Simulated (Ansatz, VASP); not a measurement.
Two plane-wave programs on Tl

File INCAR:

```
SYSTEM = Tl
PREC     = Accurate       ! precision mode
ENCUT    = 520            ! plane-wave cutoff, eV
EDIFF    = 1E-6           ! SCF threshold, eV
ISMEAR   = 0              ! smearing method
SIGMA    = 0.15           ! smearing width, eV
LREAL    = .False.        ! projectors in reciprocal space
LASPH    = .True.         ! aspherical terms in the spheres
NELM     = 60             ! most SCF steps
ALGO     = Fast           ! electronic algorithm
ISIF     = 2              ! what is computed and relaxed
LWAVE    = .False.        ! write WAVECAR
LCHARG   = .False.        ! write CHGCAR
GGA      = PE             ! functional
NBANDS   = 20             ! bands
```

Contents of KPOINTS:

```
Automatic mesh
0
Gamma
  18 18 10
  0 0 0
```

The input POSCAR:

```
Tl
1.0
    3.5942382908      0.0000000000      0.0000000000
   -1.7971191454      3.1127016671      0.0000000000
    0.0000000000      0.0000000000      5.7460000000
Tl
2
Direct
    0.3333333333      0.6666666667      0.2500000000
    0.6666666667      0.3333333333      0.7500000000
```

Input for Ansatz:

```yaml
crystal:
  lattice:
    - [3.5942382908, 0.0, 0.0]
    - [-1.7971191454, 3.1127016671, 0.0]
    - [0.0, 0.0, 5.746]
  atoms:
    - { symbol: Tl, position: [0.3333333333, 0.6666666667, 0.25] }
    - { symbol: Tl, position: [0.6666666667, 0.3333333333, 0.75] }
basis:
  ecutwfc: 420
kpoints:
  mp_grid: { grid: [18, 18, 10] }
hamiltonian:
  xc: pbe
scf:
  occupations: { method: gaussian, width: 0.15 }
output:
  forces: true
  stress: true
  eigenvalues: true
```

Change from the starting cell: strain +0.040 along x and y, +0.040 along z, atoms carried along.

Alike in both runs: task single point; functional PBE; k mesh 18 × 18 × 10; occupations gaussian, width 0.15 eV; no spin polarisation.

```csv
,VASP,Ansatz
version,VASP 6.6.1,Ansatz 0.2.0
potentials or method,"VASP PAW PBE potentials, release 64 (Tl_d), cutoff 520 eV","scalar-relativistic, plane waves, PAW"
valence electrons in the cell,26,26
```

|  | VASP | Ansatz | Ansatz less VASP |
| --- | --- | --- | --- |
| gap on the k mesh at the Fermi level (eV) | none | none | - |
| pressure (GPa) | -0.7 | -0.6 | +0.06 |
| traceless stress, the component that is largest in VASP (GPa) | -0.36 | -0.36 | +0.003 |

A gap of «none» marks a metal or a gap that the smearing closes. With one functional, cell and mesh, what is left measures potentials, basis and numerics.

Spin-orbit coupling is off throughout.
